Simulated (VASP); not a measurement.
# ZnSe (Stilleite) (I-4m2) in VASP: a series of runs

Runs on ZnSe (Stilleite). Level: PBE+D3(BJ). Tasks: single point.

Program: VASP 6.6.1. These are calculated values, not measurements. Logs are shortened: lines on timing, memory, paths and dates and some standing lists are left out, and cuts for length are marked.

## 1. The cell of the first run

The structure is tetragonal, space group I-4m2 (No. 119). The conventional cell has a = 3.807 Å, b = 3.807 Å, c = 6.280 Å, α = 90.00°, β = 90.00°, γ = 90.00°. Zn (site symmetry -4m2) has 4 Se at 2.47 Å within 3.3 Å. Within 3.3 Å of Se (site symmetry -4m2) lie 4 Zn at 2.47 Å.

## 2. Single point, PBE+D3(BJ)

Contents of INCAR:

```
SYSTEM = ZnSe
  PREC = Accurate
  ENCUT = 520
  EDIFF = 1E-7
  ISMEAR = -1
  SIGMA = 0.02
  LREAL = .False.
  LASPH = .True.
  NELM = 80
  ALGO = Normal
  ISIF = 2
  LWAVE = .False.
  LCHARG = .True.
  GGA = PE
  IVDW = 12
  LELF = .True.
  LVHAR = .True.
  NBANDS = 16
```

Contents of KPOINTS:

```
regular mesh
0
Gamma
  6 6 6
  0 0 0
```

Contents of POSCAR:

```
ZnSe
1.0
    0.0000000000      2.6921100000      3.1399445983
    2.6921100000      0.0000000000      3.1399445983
    2.6921100000      2.6921100000      0.0000000000
Zn Se
1 1
Direct
    0.0000000000      0.0000000000      0.0000000000
    0.2500000000      0.2500000000      0.2500000000
```

Potentials or basis: VASP PAW PBE potentials, release 64 (Zn, Se).

Launch:

```
$ cat potpaw_PBE.64/Zn/POTCAR potpaw_PBE.64/Se/POTCAR > POTCAR
$ mpirun -np 1 vasp_std > vasp.out
```

OUTCAR:

```text
SYSTEM = ZnSe
   PREC = Accurate
   ENCUT = 520
   EDIFF = 1E-7
   ISMEAR = -1
   LREAL = .False.
   LASPH = .True.
   NELM = 80
   ISIF = 2
   GGA = PE
   IVDW = 12
 IVDW          = 12

 ion  position               nearest neighbor table
   1  0.000  0.000  0.000-   2 2.47   2 2.47   2 2.47   2 2.47
   2  0.250  0.250  0.250-   1 2.47   1 2.47   1 2.47   1 2.47

  LATTYP: Found a body centered tetragonal cell.
 ALAT       =     3.8072184734
 C/A-ratio  =     1.6494690915

  Lattice vectors:

 A1 = (  -2.6921100000,   0.0000000000,   3.1399445983)
 A2 = (   2.6921100000,   0.0000000000,   3.1399445983)
 A3 = (   0.0000000000,   2.6921100000,  -3.1399445983)

Analysis of symmetry for initial positions (statically):
=====================================================================
 Subroutine PRICEL returns:
 Original cell was already a primitive cell.

 Routine SETGRP: Setting up the symmetry group for a
 body centered tetragonal supercell.

 Subroutine GETGRP returns: Found  8 space group operations
 (whereof  8 operations were pure point group operations)
 out of a pool of 16 trial point group operations.

The static configuration has the point symmetry D_2d.

Analysis of symmetry for dynamics (positions and initial velocities):
=====================================================================
 Subroutine PRICEL returns:
 Original cell was already a primitive cell.

 Routine SETGRP: Setting up the symmetry group for a
 body centered tetragonal supercell.

 Subroutine GETGRP returns: Found  8 space group operations
 (whereof  8 operations were pure point group operations)
 out of a pool of 16 trial point group operations.

The dynamic configuration has the point symmetry D_2d.

 Subroutine INISYM returns: Found  8 space group operations
 (whereof  8 operations are pure point group operations),
 and found     1 'primitive' translations

----------------------------------------------------------------------------------------

                                     Primitive cell

  volume of cell :      45.5132

  direct lattice vectors                    reciprocal lattice vectors
     0.000000000  2.692110000  3.139944598    -0.185727923  0.185727923  0.159238478
     2.692110000  0.000000000  3.139944598     0.185727923 -0.185727923  0.159238478
     2.692110000  2.692110000  0.000000000     0.185727923  0.185727923 -0.159238478

  length of vectors
     4.136025669  4.136025669  3.807218473     0.307158943  0.307158943  0.307158943

  position of ions in fractional coordinates (direct lattice)
     0.000000000  0.000000000  0.000000000
     0.250000000  0.250000000  0.250000000

  ion indices of the primitive-cell ions
   primitive index   ion index
                 1           1
                 2           2

----------------------------------------------------------------------------------------

 KPOINTS: regular mesh

Automatic generation of k-mesh.
 Grid dimensions read from file:
 generate k-points for:    6    6    6

 Generating k-lattice:

  Cartesian coordinates                     Fractional coordinates (reciprocal lattice)
    -0.030954654  0.030954654  0.026539746     0.166666667  0.000000000  0.000000000
     0.030954654 -0.030954654  0.026539746     0.000000000  0.166666667  0.000000000
     0.030954654  0.030954654 -0.026539746     0.000000000  0.000000000  0.166666667

  Length of vectors
     0.051193157  0.051193157  0.051193157

  Shift w.r.t. Gamma in fractional coordinates (k-lattice)
     0.000000000  0.000000000  0.000000000

 Subroutine IBZKPT returns following result:
 ===========================================

 Found     30 irreducible k-points:

 Following reciprocal coordinates:
            Coordinates               Weight
  0.000000  0.000000  0.000000      1.000000
  0.166667  0.000000  0.000000      8.000000
  0.333333  0.000000  0.000000      8.000000
  0.500000  0.000000  0.000000      4.000000
  0.166667  0.166667  0.000000      2.000000
  0.333333  0.166667  0.000000      8.000000
[... 16 lines left out ...]
  0.333333  0.000000  0.333333      4.000000
  0.500000  0.000000  0.333333     16.000000
 [... further k-points ...]
   k-points           NKPTS =     30   k-points in BZ     NKDIM =     30   number of bands    NBANDS=     16
   number of dos      NEDOS =    301   number of ions     NIONS =      2
   total plane-waves  NPLWV =  28672
   dimension x,y,z NGX =    32 NGY =   32 NGZ =   28
   dimension x,y,z NGXF=    64 NGYF=   64 NGZF=   56
   ions per type =               1   1
   NGX,Y,Z   is equivalent  to a cutoff of  12.86, 12.86, 12.23 a.u.
   NGXF,Y,Z  is equivalent  to a cutoff of  25.72, 25.72, 24.45 a.u.
 SYSTEM =  ZnSe
   PREC   = accura    normal or accurate (medium, high low for compatibility)
   ISTART =      0    job   : 0-new  1-cont  2-samecut
   ICHARG =      2    charge: 1-file 2-atom 10-const
   ISPIN  =      1    spin polarized calculation?
   LNONCOLLINEAR =      F non collinear calculations
   LSORBIT =      F    spin-orbit coupling
   LASPH  =      T    aspherical Exc in radial PAW
   ENCUT  =  520.0 eV  38.22 Ry    6.18 a.u.   7.69  7.69  7.08*2*pi/ulx,y,z
   NELM   =     80;   NELMIN=  2; NELMDL= -5     # of ELM steps
   EDIFF  = 0.1E-06   stopping-criterion for ELM
   LREAL  =      F    real-space projection
   EDIFFG = 0.1E-05   stopping-criterion for IOM
   NSW    =      0    number of steps for IOM
   IBRION =     -1    ionic relax: 0-MD 1-quasi-New 2-CG
   NFREE  =      0    steps in history (QN), initial steepest desc. (CG)
   ISIF   =      2    stress and relaxation
   ISYM   =      2    0-nonsym 1-usesym 2-fastsym
   POTIM  = 0.5000    time-step for ionic-motion
   TEBEG  =    0.0;   TEEND  =   0.0 temperature during run
   PSTRESS=    0.0 pullay stress
   NELECT =      18.0000    total number of electrons
   NUPDOWN=      -1.0000    fix difference up-down
   EMIN   =  10.00;   EMAX   =-10.00  energy-range for DOS
   EFERMI =   0.00;   METHOD = LEGACY
   ISMEAR =    -1;   SIGMA  =   0.02  broadening in eV -4-tet -1-fermi 0-gaus
   EFERMI_NEDOS =   21; number of points for ismear=-14 and -15
   IALGO  =     38    algorithm
   IMIX   =      4    mixing-type and parameters
     AMIX     =   0.40;   BMIX     =  1.00
     AMIX_MAG =   1.60;   BMIX_MAG =  1.00
  volume/ion in A,a.u.               =      22.76       153.57
  Fermi-wavevector in a.u.,A,eV,Ry     =   1.201673  2.270834 19.647073  1.444019
  Thomas-Fermi vector in A             =   2.337476
   LORBIT       =      0    0 simple, 1 ext, 2 COOP (PROOUT), +10 PAW based schemes
   GGA     = PE    functional components
   LHFCALC =     F    Hartree Fock is set to
   AEXX    =    0.0000 exact exchange contribution
   IVDW    =    12    specifies the selected vdW correction
   LEPSILON=     F    determine dielectric tensor
   LRPA    =     F    only Hartree local field effects (RPA)
 non-spin polarized calculation
  energy-cutoff  :      520.00
  volume of cell :       45.51
 maximum number of plane-waves:      1235
   NGX = 15   NGY = 15   NGZ = 15

 number of electron      17.9999999 magnetization

 Free energy of the ion-electron system (eV)
  ---------------------------------------------------
  ext. energy  EPLUGINS =         0.00000000
  ---------------------------------------------------
  free energy    TOTEN  =        -5.92268023 eV

  energy without entropy =       -5.92268023  energy(sigma->0) =       -5.92268023

 E-fermi :   2.2574     XC(G=0):  -9.3425

 val. band max:        1.8441512055   @ k =   0.0000   0.0000   0.0000
 cond. band min:       2.7614095099   @ k =   0.0000   0.0000   0.0000
 fundamental gap:      0.9172583044
 Fermi energy:         2.2574347844

 k-point     1 :       0.0000    0.0000    0.0000
  band No.  band energies     occupation
      1     -11.5988      2.00000
      2      -4.9736      2.00000
      3      -4.8916      2.00000
      4      -4.8916      2.00000
      5      -4.5907      2.00000
      6      -4.5657      2.00000
[... 8 lines left out ...]
     15      11.9544      0.00000
     16      12.8105      0.00000

 k-point     2 :       0.1667    0.0000    0.0000
  band No.  band energies     occupation
      1     -11.4207      2.00000
      2      -4.9536      2.00000
      3      -4.8799      2.00000
      4      -4.8641      2.00000
      5      -4.5829      2.00000
      6      -4.5733      2.00000
[... 8 lines left out ...]
     15      12.8996      0.00000
     16      13.0141      0.00000

 k-point     3 :       0.3333    0.0000    0.0000
  band No.  band energies     occupation
      1     -11.0203      2.00000
      2      -4.9063      2.00000
      3      -4.8149      2.00000
      4      -4.7676      2.00000
      5      -4.5812      2.00000
      6      -4.5467      2.00000
[... 8 lines left out ...]
     15      12.7716      0.00000
     16      13.4145      0.00000

 k-point     4 :       0.5000    0.0000    0.0000
  band No.  band energies     occupation
      1     -10.7912      2.00000
      2      -4.8897      2.00000
      3      -4.7953      2.00000
      4      -4.5794      2.00000
      5      -4.5660      2.00000
      6      -4.4282      2.00000
[... 8 lines left out ...]
     15      14.2589      0.00000
     16      14.4847      0.00000

 k-point     5 :       0.1667    0.1667    0.0000
  band No.  band energies     occupation
      1     -11.4059      2.00000
      2      -4.9755      2.00000
      3      -4.8414      2.00000
      4      -4.8414      2.00000
      5      -4.6109      2.00000
      6      -4.5597      2.00000
[... 8 lines left out ...]
     15      13.1391      0.00000
     16      14.8395      0.00000

 k-point     6 :       0.3333    0.1667    0.0000
  band No.  band energies     occupation
      1     -11.1029      2.00000
      2      -4.9257      2.00000
      3      -4.7887      2.00000
      4      -4.7816      2.00000
      5      -4.6040      2.00000
      6      -4.5611      2.00000
[... 8 lines left out ...]
     15      14.1970      0.00000
     16      14.2695      0.00000

 k-point     7 :       0.5000    0.1667    0.0000
  band No.  band energies     occupation
      1     -10.7781      2.00000
      2      -4.8771      2.00000
      3      -4.7634      2.00000
      4      -4.5907      2.00000
      5      -4.5729      2.00000
      6      -4.4938      2.00000
[... 8 lines left out ...]
     15      14.0212      0.00000
     16      14.5695      0.00000

 k-point     8 :      -0.3333    0.1667    0.0000
  band No.  band energies     occupation
      1     -10.7974      2.00000
      2      -4.8832      2.00000
      3      -4.7824      2.00000
      4      -4.6927      2.00000
      5      -4.5929      2.00000
      6      -4.4478      2.00000
[... 8 lines left out ...]
     15      12.9718      0.00000
     16      15.3042      0.00000

 k-point     9 :      -0.1667    0.1667    0.0000
  band No.  band energies     occupation
      1     -11.1363      2.00000
      2      -4.9346      2.00000
      3      -4.8440      2.00000
      4      -4.8319      2.00000
      5      -4.5931      2.00000
      6      -4.5333      2.00000
[... 8 lines left out ...]
     15      12.8008      0.00000
     16      13.6066      0.00000
[... 172 lines left out ...]
 k-point    19 :       0.5000    0.3333    0.1667
  band No.  band energies     occupation
      1     -10.8305      2.00000
      2      -4.8626      2.00000
      3      -4.7634      2.00000
      4      -4.6547      2.00000
      5      -4.5833      2.00000
      6      -4.5583      2.00000
[... 8 lines left out ...]
     15      13.9924      0.00000
     16      15.3780      0.00000

 k-point    20 :      -0.3333    0.3333    0.1667
  band No.  band energies     occupation
      1     -10.6237      2.00000
      2      -4.8434      2.00000
      3      -4.7373      2.00000
      4      -4.6262      2.00000
      5      -4.5675      2.00000
      6      -4.3616      2.00000
[... 8 lines left out ...]
     15      14.0962      0.00000
     16      14.7306      0.00000

 k-point    21 :      -0.1667    0.3333    0.1667
  band No.  band energies     occupation
      1     -10.7135      2.00000
      2      -4.8471      2.00000
      3      -4.8112      2.00000
      4      -4.7156      2.00000
      5      -4.5795      2.00000
      6      -4.4359      2.00000
[... 8 lines left out ...]
     15      14.6254      0.00000
     16      16.2333      0.00000

 k-point    22 :      -0.3333    0.5000    0.1667
  band No.  band energies     occupation
      1     -10.6360      2.00000
      2      -4.8342      2.00000
      3      -4.7016      2.00000
      4      -4.6128      2.00000
      5      -4.5781      2.00000
      6      -4.3893      2.00000
[... 8 lines left out ...]
     15      14.7320      0.00000
     16      15.6048      0.00000

 k-point    23 :       0.3333    0.0000    0.3333
  band No.  band energies     occupation
      1     -10.7587      2.00000
      2      -4.9170      2.00000
      3      -4.8310      2.00000
      4      -4.7139      2.00000
      5      -4.5803      2.00000
      6      -4.5010      2.00000
[... 8 lines left out ...]
     15      13.7115      0.00000
     16      16.8161      0.00000

 k-point    24 :       0.5000    0.0000    0.3333
  band No.  band energies     occupation
      1     -10.5286      2.00000
      2      -4.8733      2.00000
      3      -4.7791      2.00000
      4      -4.6683      2.00000
      5      -4.5574      2.00000
      6      -4.3733      2.00000
[... 8 lines left out ...]
     15      14.0993      0.00000
     16      16.0015      0.00000

 [... further k-points ...]

------------------------ aborting loop because EDIFF is reached ----------------------------------------

 Edisp (eV)   -0.64475

 E8    (eV) :    -0.2696

  FORCE on cell =-STRESS in cart. coord.  units (eV):
  Direction    XX          YY          ZZ          XY          YZ          ZX
  --------------------------------------------------------------------------------------
  -------------------------------------------------------------------------------------
  Total       0.49504     0.49504    -1.46877     0.00000     0.00000     0.00000
  in kB      17.42660    17.42660   -51.70442     0.00000     0.00000     0.00000
  external pressure =       -5.62 kB  Pullay stress =        0.00 kB

 VOLUME and BASIS-vectors are now :
 -----------------------------------------------------------------------------
  energy-cutoff  :      520.00
  volume of cell :       45.51
      direct lattice vectors                 reciprocal lattice vectors
     0.000000000  2.692110000  3.139944598    -0.185727923  0.185727923  0.159238478
     2.692110000  0.000000000  3.139944598     0.185727923 -0.185727923  0.159238478
     2.692110000  2.692110000  0.000000000     0.185727923  0.185727923 -0.159238478

 POSITION                                       TOTAL-FORCE (eV/Angst)
 -----------------------------------------------------------------------------------
      0.00000      0.00000      0.00000        -0.000000     -0.000000      0.000000
      1.34606      1.34606      1.56997         0.000000      0.000000      0.000000
 -----------------------------------------------------------------------------------
    total drift:                                0.000007      0.000007     -0.000004

  FREE ENERGIE OF THE ION-ELECTRON SYSTEM (eV)
  ---------------------------------------------------
  free  energy   TOTEN  =        -6.5674278150 eV

  energy  without entropy=       -6.5674278150  energy(sigma->0) =       -6.56742781
```

It took 16 s on 1 thread of Intel Xeon Platinum 8375C at 2.90GHz (Ice Lake), shared host; peak memory 0.19 GiB.

Results:

| Quantity | Value |
| --- | --- |
| Free energy | -6.5674 eV |
| Pressure | -0.6 GPa |
| Band gap on the k mesh | 0.92 eV, direct |
| Dispersion energy per atom | -0.322 eV |

Caveat: three body term missing.

## 3. Single point, PBE+D3(BJ)

Contents of INCAR:

```
SYSTEM = ZnSe
PREC = Accurate ; ENCUT = 520
EDIFF = 1E-7 ; ISMEAR = -1
SIGMA = 0.02 ; LREAL = .False.
LASPH = .True. ; NELM = 100
ALGO = Normal ; ISIF = 2
LWAVE = .False. ; LCHARG = .True.
GGA = PE ; IVDW = 12
LELF = .True. ; LVHAR = .True.
NBANDS = 16
```

KPOINTS is that of step 2.

Contents of POSCAR:

```
ZnSe
1.0
    0.0000000000      2.7393400000      3.0326040428
    2.7393400000      0.0000000000      3.0326040428
    2.7393400000      2.7393400000      0.0000000000
Zn Se
1 1
Direct
    0.0000000000      0.0000000000      0.0000000000
    0.2500000000      0.2500000000      0.2500000000
```

Potentials or basis: VASP PAW PBE potentials, release 64 (Zn, Se).

Launch:

```
$ cat potpaw_PBE.64/Zn/POTCAR potpaw_PBE.64/Se/POTCAR > POTCAR
$ mpirun -np 1 vasp_std > vasp.out
```

Run time: 20 s. Hardware: 1 thread of Intel Xeon Platinum 8375C at 2.90GHz (Ice Lake), shared host; peak memory 0.18 GiB.

Results (log left out):

```yaml
Free_energy: -6.6218 eV
Pressure: -0.3 GPa
Band_gap_on_the_k_mesh: 1.09 eV, direct
Dispersion_energy_per_atom: -0.322 eV
```

Stress tensor (GPa, compression positive):
```
 1.05  0.00  0.00
 0.00  1.05  0.00
 0.00  0.00 -3.12
```

Levels at points of the mesh, in eV from the valence-band top:
```tsv
k point	band 7	band 8	band 9	band 10	band 11	band 12
(0.00, 0.00, 0.00)	-0.45	0.00	0.00	1.09	5.71	5.71
(0.50, 0.00, 0.00)	-5.33	-1.32	-0.68	2.27	6.03	6.67
(0.50, 0.50, 0.00)	-5.26	-1.93	-1.93	3.20	3.95	9.91
(0.50, 0.00, 0.50)	-4.67	-2.56	-2.38	2.70	3.03	10.28
```

Caveat: three body term missing. A hybrid or GW would open this gap; PBE tends to underestimate it.
